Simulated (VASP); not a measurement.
# BN (P6_3/mmc) in VASP: settings compared

The runs below take BN through relaxation of cell and atoms, single point, with revPBE, PBE, LDA.

All numbers are computed with VASP 6.6.1; they aren't measurements. Logs are shortened: lines on timing, memory, paths and dates and some standing lists are left out, and cuts for length are marked.

**1. The cell of the first run**

It takes space group P6_3/mmc (No. 194, hexagonal). Conventional cell: a = 2.498 Å, b = 2.498 Å, c = 6.636 Å, α = 90.00°, β = 90.00°, γ = 120.00°. N (site symmetry -6m2) has 3 B at 1.44 Å within 1.9 Å. B (site symmetry -6m2) has 3 N at 1.44 Å within 1.9 Å.

**2. Relaxation of cell and atoms, revPBE**

The input, INCAR:

```
ALGO = Normal
EDIFF = 1E-7
EDIFFG = -0.01
ENCUT = 910
GGA = RE
GGA_COMPAT = F
IBRION = 2
ISIF = 3
ISMEAR = -1
LASPH = T
LCHARG = F
LREAL = F
LWAVE = F
NELM = 120
NELMIN = 4
NSW = 60
PREC = Accurate
SIGMA = 0.05
```

The input, KPOINTS:

```
k-points
0
Gamma
  12 12 4
```

The input, POSCAR:

```
BN
1.0
    2.4982400000      0.0000000000      0.0000000000
   -1.2491200000      2.1635393048      0.0000000000
    0.0000000000      0.0000000000      6.6357000000
N B
2 2
Direct
    0.6666666667      0.3333333333      0.2500000000
    0.3333333333      0.6666666667      0.7500000000
    0.6666666667      0.3333333333      0.7500000000
    0.3333333333      0.6666666667      0.2500000000
```

Potentials or basis: VASP PAW PBE potentials, release 64 (N_h, B_h).

Command:

```bash
$ cat potpaw_PBE.64/N_h/POTCAR potpaw_PBE.64/B_h/POTCAR > POTCAR
$ mpirun -np 1 vasp_std > vasp.out
```

OUTCAR:

```text
EDIFF = 1E-7
   EDIFFG = -0.01
   ENCUT = 910
   GGA = RE
   IBRION = 2
   ISIF = 3
   ISMEAR = -1
   LASPH = T
   LREAL = F
   NELM = 120
   NELMIN = 4
   NSW = 60
   PREC = Accurate

 ion  position               nearest neighbor table
   1  0.667  0.333  0.250-   4 1.44   4 1.44   4 1.44
   2  0.333  0.667  0.750-   3 1.44   3 1.44   3 1.44
   3  0.667  0.333  0.750-   2 1.44   2 1.44   2 1.44
   4  0.333  0.667  0.250-   1 1.44   1 1.44   1 1.44

  LATTYP: Found a hexagonal cell.
 ALAT       =     2.4982400000
 C/A-ratio  =     2.6561499296

  Lattice vectors:

 A1 = (   2.4982400000,   0.0000000000,   0.0000000000)
 A2 = (  -1.2491200000,   2.1635393048,   0.0000000000)
 A3 = (   0.0000000000,   0.0000000000,   6.6357000000)

Analysis of symmetry for initial positions (statically):
=====================================================================
 Subroutine PRICEL returns:
 Original cell was already a primitive cell.

 Routine SETGRP: Setting up the symmetry group for a
 hexagonal supercell.

 Subroutine GETGRP returns: Found 24 space group operations
 (whereof 12 operations were pure point group operations)
 out of a pool of 24 trial point group operations.

The static configuration has the point symmetry D_3d.
 The point group associated with its full space group is D_6h.

Analysis of symmetry for dynamics (positions and initial velocities):
=====================================================================
 Subroutine PRICEL returns:
 Original cell was already a primitive cell.

 Routine SETGRP: Setting up the symmetry group for a
 hexagonal supercell.

 Subroutine GETGRP returns: Found 24 space group operations
 (whereof 12 operations were pure point group operations)
 out of a pool of 24 trial point group operations.

The dynamic configuration has the point symmetry D_3d.
 The point group associated with its full space group is D_6h.

 Subroutine INISYM returns: Found 24 space group operations
 (whereof 12 operations are pure point group operations),
 and found     1 'primitive' translations

----------------------------------------------------------------------------------------

                                     Primitive cell

  volume of cell :      35.8662

  direct lattice vectors                    reciprocal lattice vectors
     2.498240000  0.000000000  0.000000000     0.400281798  0.231102804  0.000000000
    -1.249120000  2.163539305  0.000000000     0.000000000  0.462205608  0.000000000
     0.000000000  0.000000000  6.635700000     0.000000000  0.000000000  0.150700002

  length of vectors
     2.498240000  2.498240000  6.635700000     0.462205608  0.462205608  0.150700002

  position of ions in fractional coordinates (direct lattice)
     0.666666667  0.333333333  0.250000000
     0.333333333  0.666666667  0.750000000
     0.666666667  0.333333333  0.750000000
     0.333333333  0.666666667  0.250000000

  ion indices of the primitive-cell ions
   primitive index   ion index
                 1           1
                 2           2
                 3           3
                 4           4

----------------------------------------------------------------------------------------

 KPOINTS: k-points

Automatic generation of k-mesh.
 Grid dimensions read from file:
 generate k-points for:   12   12    4

 Generating k-lattice:

  Cartesian coordinates                     Fractional coordinates (reciprocal lattice)
     0.033356817  0.019258567  0.000000000     0.083333333 -0.000000000  0.000000000
     0.000000000  0.038517134  0.000000000     0.000000000  0.083333333  0.000000000
     0.000000000  0.000000000  0.037675000     0.000000000  0.000000000  0.250000000

  Length of vectors
     0.038517134  0.038517134  0.037675000

  Shift w.r.t. Gamma in fractional coordinates (k-lattice)
     0.000000000  0.000000000  0.000000000

 Subroutine IBZKPT returns following result:
 ===========================================

 Found     57 irreducible k-points:

 Following reciprocal coordinates:
            Coordinates               Weight
  0.000000  0.000000  0.000000      1.000000
  0.083333 -0.000000  0.000000      6.000000
  0.166667  0.000000  0.000000      6.000000
  0.250000  0.000000  0.000000      6.000000
  0.333333  0.000000  0.000000      6.000000
  0.416667  0.000000  0.000000      6.000000
[... 16 lines left out ...]
  0.250000  0.000000  0.250000     12.000000
  0.333333  0.000000  0.250000     12.000000
 [... further k-points ...]
   k-points           NKPTS =     57   k-points in BZ     NKDIM =     57   number of bands    NBANDS=     12
   number of dos      NEDOS =    301   number of ions     NIONS =      4
   total plane-waves  NPLWV =  54880
   dimension x,y,z NGX =    28 NGY =   28 NGZ =   70
   dimension x,y,z NGXF=    56 NGYF=   56 NGZF=  140
   ions per type =               2   2
   NGX,Y,Z   is equivalent  to a cutoff of  18.63, 18.63, 17.54 a.u.
   NGXF,Y,Z  is equivalent  to a cutoff of  37.27, 37.27, 35.07 a.u.
 SYSTEM =  unknown system
   PREC   = accura    normal or accurate (medium, high low for compatibility)
   ISTART =      0    job   : 0-new  1-cont  2-samecut
   ICHARG =      2    charge: 1-file 2-atom 10-const
   ISPIN  =      1    spin polarized calculation?
   LNONCOLLINEAR =      F non collinear calculations
   LSORBIT =      F    spin-orbit coupling
   LASPH  =      T    aspherical Exc in radial PAW
   ENCUT  =  910.0 eV  66.88 Ry    8.18 a.u.   6.14  6.14 16.32*2*pi/ulx,y,z
   NELM   =    120;   NELMIN=  4; NELMDL= -5     # of ELM steps
   EDIFF  = 0.1E-06   stopping-criterion for ELM
   LREAL  =      F    real-space projection
   EDIFFG = -.1E-01   stopping-criterion for IOM
   NSW    =     60    number of steps for IOM
   IBRION =      2    ionic relax: 0-MD 1-quasi-New 2-CG
   NFREE  =      1    steps in history (QN), initial steepest desc. (CG)
   ISIF   =      3    stress and relaxation
   ISYM   =      2    0-nonsym 1-usesym 2-fastsym
   POTIM  = 0.5000    time-step for ionic-motion
   TEBEG  =    0.0;   TEEND  =   0.0 temperature during run
   PSTRESS=    0.0 pullay stress
   NELECT =      16.0000    total number of electrons
   NUPDOWN=      -1.0000    fix difference up-down
   EMIN   =  10.00;   EMAX   =-10.00  energy-range for DOS
   EFERMI =   0.00;   METHOD = LEGACY
   ISMEAR =    -1;   SIGMA  =   0.05  broadening in eV -4-tet -1-fermi 0-gaus
   EFERMI_NEDOS =   21; number of points for ismear=-14 and -15
   IALGO  =     38    algorithm
   IMIX   =      4    mixing-type and parameters
     AMIX     =   0.40;   BMIX     =  1.00
     AMIX_MAG =   1.60;   BMIX_MAG =  1.00
  volume/ion in A,a.u.               =       8.97        60.51
  Fermi-wavevector in a.u.,A,eV,Ry     =   1.250891  2.363842 21.289433  1.564729
  Thomas-Fermi vector in A             =   2.384864
   LORBIT       =      0    0 simple, 1 ext, 2 COOP (PROOUT), +10 PAW based schemes
   GGA     = RE    functional components
   LHFCALC =     F    Hartree Fock is set to
   AEXX    =    0.0000 exact exchange contribution
   IVDW    =     0    specifies the selected vdW correction
   LEPSILON=     F    determine dielectric tensor
   LRPA    =     F    only Hartree local field effects (RPA)
 conjugate gradient relaxation of ions
 non-spin polarized calculation
  energy-cutoff  :      910.00
  volume of cell :       35.87
 maximum number of plane-waves:      2274
 NGX is ok and might be reduce to    28
   NGX = 13   NGY = 13   NGZ = 33

--------------------------------------- Ionic step        1  -------------------------------------------

 number of electron      16.0000000 magnetization

 Free energy of the ion-electron system (eV)
  ---------------------------------------------------
  ext. energy  EPLUGINS =         0.00000000
  ---------------------------------------------------
  free energy    TOTEN  =       -33.96276520 eV

  energy without entropy =      -33.96276520  energy(sigma->0) =      -33.96276520

------------------------ aborting loop because EDIFF is reached ----------------------------------------

  FORCE on cell =-STRESS in cart. coord.  units (eV):
  Direction    XX          YY          ZZ          XY          YZ          ZX
  --------------------------------------------------------------------------------------
  -------------------------------------------------------------------------------------
  Total        2.0686470      2.0686470      0.9547238      0.0000000      0.0000000      0.0000000
  in kB       92.4083641     92.4083641     42.6483882      0.0000000      0.0000000      0.0000000
  external PRESSURE =      75.8217055 kB  Pullay stress =       0.0000000 kB
[... 289 lines left out ...]
  energy  without entropy=      -34.0268756914  energy(sigma->0) =      -34.02687569

--------------------------------------- Ionic step        9  -------------------------------------------

 number of electron      16.0000000 magnetization

 Free energy of the ion-electron system (eV)
  ---------------------------------------------------
  ext. energy  EPLUGINS =         0.00000000
  ---------------------------------------------------
  free energy    TOTEN  =       -34.02974184 eV

  energy without entropy =      -34.02974184  energy(sigma->0) =      -34.02974184

 E-fermi :   3.5409     XC(G=0):  -9.2081

 val. band max:        2.5332588686   @ k =   0.3333   0.3333   0.5000
 cond. band min:       7.0246430497   @ k =   0.5000   0.0000   0.0000
 fundamental gap:      4.4913841811
 Fermi energy:         3.5409287261

 k-point     1 :       0.0000    0.0000    0.0000
  band No.  band energies     occupation
      1     -15.1485      2.00000
      2     -15.0222      2.00000
      3      -3.1754      2.00000
      4      -1.9453      2.00000
      5       1.1873      2.00000
      6       1.1873      2.00000
      7       1.2001      2.00000
      8       1.2001      2.00000
      9       7.5549      0.00000
     10      11.8783      0.00000
     11      13.8889      0.00000
     12      14.0180      0.00000
[... 331 lines left out ...]
 k-point    24 :       0.3333    0.0000    0.2500
  band No.  band energies     occupation
      1     -13.2009      2.00000
      2     -13.1385      2.00000
      3      -4.3189      2.00000
      4      -4.2986      2.00000
      5      -1.0202      2.00000
      6      -1.0046      2.00000
      7      -0.3302      2.00000
      8       0.3576      2.00000
      9       9.4831      0.00000
     10       9.7699      0.00000
     11      11.1791      0.00000
     12      12.5534      0.00000

 [... further k-points ...]

------------------------ aborting loop because EDIFF is reached ----------------------------------------

  FORCE on cell =-STRESS in cart. coord.  units (eV):
  Direction    XX          YY          ZZ          XY          YZ          ZX
  --------------------------------------------------------------------------------------
  -------------------------------------------------------------------------------------
  Total       -0.0009281     -0.0009281      0.0026686      0.0000000      0.0000000      0.0000000
  in kB       -0.0368516     -0.0368516      0.1059587      0.0000000      0.0000000      0.0000000
  external PRESSURE =       0.0107518 kB  Pullay stress =       0.0000000 kB
[... 19 lines left out ...]
  FREE ENERGIE OF THE ION-ELECTRON SYSTEM (eV)
  ---------------------------------------------------
  free  energy   TOTEN  =       -34.0297418397 eV

  energy  without entropy=      -34.0297418396  energy(sigma->0) =      -34.02974184

 reached required accuracy - stopping structural energy minimisation
```

It took 2.8 min on 1 thread of Intel Xeon 6975P-C (Granite Rapids), shared host; peak memory 0.25 GiB.

What came out:

```
Free energy                           : -34.0297 eV
Relaxed volume                        : 10.09 Å³/atom
Relaxed cell                          : a = 2.518 Å, b = 2.518 Å, c = 7.346 Å, α = 90.00°, β = 90.00°, γ = 120.00°
Space group after relaxing (to 0.1 Å) : P6_3/mmc (No. 194)
Energy gained by relaxing             : 16.7 meV/atom
Ionic steps                           : 9
Pressure after relaxing               : 0.0 GPa
Band gap on the k mesh                : 4.49 eV (least direct gap 4.69 eV)
```

The path:
| step | energy change (eV) | largest force (eV/Å) | pressure (GPa) | volume (Å³) |
| --- | --- | --- | --- | --- |
| 1 | 0.0000 | 0.0000 | 7.58 | 35.87 |
| 2 | 0.0348 | 0.0000 | -9.47 | 38.11 |
| 3 | -0.0211 | 0.0000 | 0.62 | 36.71 |
| 4 | -0.0302 | 0.0000 | 0.51 | 37.09 |
| 5 | -0.0513 | 0.0000 | 0.21 | 38.25 |
| 6 | -0.0668 | 0.0000 | -0.41 | 40.57 |
| 7 | -0.0669 | 0.0000 | -0.37 | 40.40 |
| 8 | -0.0641 | 0.0000 | 2.27 | 40.05 |
| 9 | -0.0670 | 0.0000 | 0.00 | 40.35 |

Final structure:
```
N B
1.0
     2.51842    0.00000    0.00000
    -1.25921    2.18102    0.00000
     0.00000    0.00000    7.34619
N B
2 2
Direct
  0.66667 0.33333 0.25000
  0.33333 0.66667 0.75000
  0.66667 0.33333 0.75000
  0.33333 0.66667 0.25000
```

Caveat: the cutoff is under 1.25 times the usual one of these potentials, so pressure, stress and relaxed cells hold a basis-set (Pulay) error; the PAW data sets were made with another functional, which shifts forces and pressure a little; this functional lacks dispersion, which binds the layers, so the pressure and a relaxed spacing across them are unreliable. revPBE gives volumes clearly too large for solids.

**3. Single point, PBE**

The input, INCAR:

```
SYSTEM = BN
PREC     = Accurate       ! precision mode
ENCUT    = 520            ! plane-wave cutoff, eV
EDIFF    = 1E-6           ! SCF threshold, eV
ISMEAR   = 0              ! smearing method
SIGMA    = 0.011          ! smearing width, eV
LREAL    = .FALSE.        ! projectors in reciprocal space
LASPH    = .TRUE.         ! aspherical terms in the spheres
NELM     = 100            ! most SCF steps
ALGO     = Normal         ! electronic algorithm
ISIF     = 2              ! what is computed and relaxed
LWAVE    = .FALSE.        ! write WAVECAR
LCHARG   = .FALSE.        ! write CHGCAR
GGA      = PE             ! functional
NBANDS   = 16             ! bands
```

The input, KPOINTS:

```
Automatic mesh
0
G
  12 12 4
  0 0 0
```

POSCAR is that of step 2.

Potentials or basis: VASP PAW PBE potentials, release 64 (N, B).

Command:

```bash
$ cat potpaw_PBE.64/N/POTCAR potpaw_PBE.64/B/POTCAR > POTCAR
$ mpirun -np 1 vasp_std > vasp.out
```

Run time: 48 s. Hardware: 1 thread of Intel Xeon 8259CL, shared host; peak memory 0.16 GiB.

The run converged. Its results:

| Property | Result |
| --- | --- |
| Free energy | -35.1469 eV |
| Pressure | 5.2 GPa |
| Band gap on the k mesh | 4.29 eV (least direct gap 4.66 eV) |

Stress tensor (GPa, compression positive):
```
6.30 0.00 0.00
0.00 6.30 0.00
0.00 0.00 2.86
```

Levels at points of the mesh, in eV from the valence-band top:
```csv
k point,band 6,band 7,band 8,band 9,band 10,band 11
"(0.00, 0.00, 0.00)",-1.32,-1.29,-1.29,5.27,10.35,11.61
"(0.50, 0.00, 0.00)",-4.09,-1.45,-0.43,4.29,5.66,9.60
"(0.00, 0.00, 0.50)",-1.30,-1.30,-1.30,7.64,7.64,11.67
"(0.50, 0.00, 0.50)",-4.12,-0.92,-0.92,4.75,4.75,9.99
```

Caveat: the cell stands under pressure; this functional lacks dispersion, which binds the layers, so the pressure and a relaxed spacing across them are unreliable. A k mesh can miss the band edges.

**4. Single point, LDA**

The input, INCAR:

```
SYSTEM = BN
PREC = Accurate ; ENCUT = 520
EDIFF = 1E-6 ; ISMEAR = -1
SIGMA = 0.05 ; LREAL = .FALSE.
LASPH = .TRUE. ; NELM = 80
ALGO = Normal ; ISIF = 2
LWAVE = .FALSE. ; LCHARG = .FALSE.
GGA = CA ; NBANDS = 16
```

The input, KPOINTS:

```
regular mesh
0
G
  12 12 4
  0 0 0
```

POSCAR is that of step 3.

Potentials or basis: VASP PAW LDA potentials, release 64 (N, B).

Command:

```bash
$ cat potpaw_LDA.64/N/POTCAR potpaw_LDA.64/B/POTCAR > POTCAR
$ mpirun -np 1 vasp_std > vasp.out
```

Wall time 43 s (1 thread of Intel Xeon 8259CL, shared host); peak memory 0.14 GiB.

Results (log left out):

* Free energy: -38.5771 eV
* Pressure: -2.5 GPa
* Band gap on the k mesh: 4.09 eV (least direct gap 4.51 eV)

Stress tensor (GPa, compression positive):
```
-3.39  0.00  0.00
 0.00 -3.39  0.00
 0.00  0.00 -0.73
```

Levels at points of the mesh, in eV from the valence-band top:
| k point | band 5 | band 6 | band 7 | band 8 | band 9 | band 10 | band 11 | band 12 |
| --- | --- | --- | --- | --- | --- | --- | --- | --- |
| (0.00, 0.00, 0.00) | -1.33 | -1.33 | -1.30 | -1.30 | 4.94 | 10.06 | 11.49 | 11.49 |
| (0.50, 0.00, 0.00) | -4.17 | -4.10 | -1.49 | -0.44 | 4.09 | 5.54 | 9.53 | 10.01 |
| (0.00, 0.00, 0.50) | -1.31 | -1.31 | -1.31 | -1.31 | 7.37 | 7.37 | 11.55 | 11.55 |
| (0.50, 0.00, 0.50) | -4.14 | -4.14 | -0.94 | -0.94 | 4.57 | 4.57 | 9.97 | 9.97 |

A k mesh can miss the band edges.

(Continued in part 2 of 2.)
